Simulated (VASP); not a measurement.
Input of a VASP 6.6.1 run:

Contents of INCAR:

```
SYSTEM = SnSe
PREC = Accurate
ENCUT = 520
EDIFF = 1E-6
ISMEAR = 0
SIGMA = 0.01
LREAL = .False.
LASPH = .True.
NELM = 60
ALGO = Normal
ISIF = 2
LWAVE = .False.
LCHARG = .False.
GGA = PS
NBANDS = 28
```

The input KPOINTS:

```
Automatic mesh
0
Gamma
  10 10 8
  0 0 0
```

POSCAR

```
SnSe
1.0
    2.1066598158     -5.7636514234      0.0000000000
    2.1066598158      5.7636514234      0.0000000000
    0.0000000000      0.0000000000      4.2031764988
Sn Se
2 2
Direct
    0.8771915554      0.1228084446      0.2500000000
    0.1228084446      0.8771915554      0.7500000000
    0.6412459317      0.3587540683      0.2500000000
    0.3587540683      0.6412459317      0.7500000000
```

Potentials or basis: VASP PAW PBE potentials, release 64 (Sn_d, Se).

Command:

```console
$ cat potpaw_PBE.64/Sn_d/POTCAR potpaw_PBE.64/Se/POTCAR > POTCAR
$ mpirun -np 1 vasp_std > vasp.out
```

Question: Estimate the pressure.

Answer: 0.0 GPa.

Question: Predict the band gap on the k mesh.

Answer: 0.21 eV (least direct gap 0.63 eV).

Question: What does it give for the largest force?

Answer: 0.015 eV/Å.

Forces on the atoms (eV/Å):
```
Sn   0.000 -0.015  0.000
Sn   0.000  0.015  0.000
Se   0.000  0.012  0.000
Se   0.000 -0.012  0.000
```

Caveat: the PAW data sets were made with another functional, which shifts forces and pressure a little; spin-orbit coupling is left out, which moves the levels of the heavy elements. A k mesh can miss the band edges.
